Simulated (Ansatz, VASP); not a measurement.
Ca: VASP beside Ansatz

The input POSCAR:

```
Ca
1.0
    0.0000000000      2.8780260000      2.7942000000
    2.8780260000      0.0000000000      2.7942000000
    2.8780260000      2.8780260000      0.0000000000
Ca
1
Direct
    0.0000000000      0.0000000000      0.0000000000
```

Contents of INCAR.step1:

```
PREC = Accurate
ENCUT = 520
ISMEAR = 0
SIGMA = 0.15
LREAL = False
LASPH = True
NELM = 100
NBANDS = 11
GGA = PE
ALGO = Normal
EDIFF = 1E-4
LWAVE = True
LCHARG = False
```

Contents of INCAR.step2:

```
PREC = Accurate
ENCUT = 520
EDIFF = 1E-7
ISMEAR = 0
SIGMA = 0.15
LREAL = False
LASPH = True
NELM = 100
ALGO = Normal
ISIF = 2
LWAVE = False
LCHARG = False
METAGGA = R2SCAN
LMIXTAU = True
NBANDS = 11
ISTART = 1
```

The input KPOINTS:

```
Automatic mesh
0
Gamma
  14 14 14
```

Input for Ansatz:

```yaml
crystal:
  lattice:
    - [0.0, 2.878026, 2.7942]
    - [2.878026, 0.0, 2.7942]
    - [2.878026, 2.878026, 0.0]
  atoms:
    - { symbol: Ca, position: [0.0, 0.0, 0.0] }
basis:
  ecutwfc: 500
kpoints:
  mp_grid: { grid: [14, 14, 14] }
hamiltonian:
  xc: r2scan
scf:
  occupations: { method: gaussian, width: 0.15 }
output:
  forces: true
  stress: true
  eigenvalues: true
```

Change from the starting cell: strain +0.030 along x and y, +0.000 along z, atoms carried along.

Alike in both runs: task single point; functional r2SCAN; k mesh 14 × 14 × 14; occupations gaussian, width 0.15 eV; no spin polarisation.

|  | VASP | Ansatz |
| --- | --- | --- |
| version | VASP 6.6.1 | Ansatz 0.2.0 |
| potentials or method | VASP PAW PBE potentials, release 64 (Ca_sv), cutoff 520 eV | scalar-relativistic, plane waves, PAW |
| valence electrons in the cell | 10 | 10 |

```tsv
	VASP	Ansatz	Ansatz less VASP
gap on the k mesh at the Fermi level (eV)	none	none	-
pressure (GPa)	-1.1	-1.1	-0.04
traceless stress, the component that is largest in VASP (GPa)	0.12	0.12	0.000
```

VASP's potentials were made for PBE, not for r2SCAN. A gap of «none» marks a metal or a gap that the smearing closes.
